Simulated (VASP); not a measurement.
Here is a VASP 6.6.1 calculation.

Contents of INCAR:

```
  PREC = Accurate
  ENCUT = 520
  EDIFF = 1E-6
  ISMEAR = 0
  SIGMA = 0.1
  LREAL = F
  LASPH = T
  NELM = 100
  ALGO = Normal
  ISIF = 2
  LWAVE = F
  LCHARG = F
  LDIPOL = T
  IDIPOL = 3
  DIPOL = 0.5 0.5 0.500
  GGA = PE
  IVDW = 12
  NBANDS = 36
```

File KPOINTS:

```
Automatic mesh
0
Gamma
  9 9 1
```

Contents of POSCAR:

```
W
1.0
    3.1595317306      0.0000000000      0.0000000000
    0.0000000000      3.1595317306      0.0000000000
    0.0000000000      0.0000000000     18.7392975959
W
4
Direct
    0.5000000000      0.5000000000      0.3735465518
    0.0000000000      0.0000000000      0.4578488506
    0.5000000000      0.5000000000      0.5461455797
    0.0000000000      0.0000000000      0.6212481212
```

Potentials or basis: VASP PAW PBE potentials, release 64 (W_sv).

The run is started by

```sh
$ cat potpaw_PBE.64/W_sv/POTCAR > POTCAR
$ mpirun -np 1 vasp_std > vasp.out
```

Question: Estimate the largest force.

Answer: 1.738 eV/Å.

Question: Estimate the band gap on the k mesh.

Answer: Zero (band 28 reaches 2.57 eV, above the bottom of band 29 at 0.86 eV).

Forces on the atoms (eV/Å):
```
W    0.000  0.000  1.674
W    0.000  0.000 -1.738
W    0.000  0.000  0.004
W    0.000  0.000  0.059
```

Caveat: spin-orbit coupling is left out, which moves the levels of the heavy elements.
